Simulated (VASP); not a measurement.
The system is NiGe.

```
Ni Ge
1.0
     2.67194    0.00000    0.00000
     0.00000    2.67194    0.00000
     0.00000    0.00000    3.63384
Ni Ge
1 1
Direct
  0.00000 0.00000 0.00000
  0.50000 0.50000 0.50000
```

```yaml
Program: VASP 6.6.1
Task: relaxation of cell and atoms
Functional: PBE
Potentials_or_basis: VASP PAW PBE potentials, release 64 (Ni, Ge_d)
Cutoff: 600 eV
k_mesh: 16 × 16 × 12
Occupations: gaussian, width 0.1 eV
Spin: no spin polarisation
```

At the start: pressure 2.4 GPa; volume 12.97 Å³/atom.

Task: How do energy, volume and symmetry change on relaxing?

Result: Over 13 steps the energy falls by 75.2 meV/atom and the volume is 13.20 Å³/atom (+1.7 %); space group P4/mmm (No. 123, to 0.1 Å) before, Pm-3m (No. 221, to 0.1 Å).

Step by step:
```csv
step,energy change (eV),largest force (eV/Å),pressure (GPa),volume (Å³)
1,0.0000,0.0000,2.45,25.94
2,-0.0570,0.0000,-1.39,26.67
3,-0.0797,0.0000,-4.64,27.43
4,-0.1171,0.0000,0.14,26.39
5,-0.1205,0.0000,3.96,25.69
6,-0.1215,0.0000,2.87,25.88
7,-0.1399,0.0000,1.94,26.04
8,-0.1455,0.0000,1.57,26.11
9,-0.1493,0.0000,1.08,26.20
10,-0.1497,0.0000,1.15,26.18
11,-0.1497,0.0000,1.11,26.19
12,-0.1496,0.0000,-0.99,26.62
13,-0.1505,0.0000,0.06,26.40
```

Final structure:
```yaml
crystal:
  lattice:
    - [2.97430, 0.00000, 0.00000]
    - [0.00000, 2.97430, 0.00000]
    - [0.00000, 0.00000, 2.98370]
  atoms:
    - { symbol: Ni, position: [0.00000, 0.00000, 0.00000] }
    - { symbol: Ge, position: [0.50000, 0.50000, 0.50000] }
```

Caveat: a cell axis changed by over 15 % at a fixed basis, so the end point is rough.
